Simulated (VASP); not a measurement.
SnTe:

```
CELL_PARAMETERS angstrom
0.00000 3.65867 3.65867
3.65867 0.00000 3.65867
3.65867 3.65867 0.00000
ATOMIC_POSITIONS crystal
Te 0.25000 0.25000 0.25000
Sn 0.00000 0.00000 0.00000
```

This cell differs from its parent crystal: volume scaled by 1.04.

Base run:

```yaml
Program: VASP 6.6.1
Functional: LDA
Potentials_or_basis: VASP PAW LDA potentials, release 64 (Te, Sn_d)
Cutoff: 520 eV
k_mesh: 7 × 7 × 7
Occupations: fermi-dirac, width 0.05 eV
Spin: no spin polarisation
```

Its results: band gap on the k mesh 0.33 eV, indirect (least direct gap 0.79 eV); pressure -2.9 GPa.

The run is repeated on the same cell with these changes: k mesh from 7 × 7 × 7 to 6 × 6 × 6. What comes out?

Band gap on the k mesh 0.28 eV, indirect (least direct gap 0.76 eV); pressure -2.9 GPa.

Caveats: spin-orbit coupling is left out, which moves the levels of the heavy elements.

A k mesh can miss the band edges.
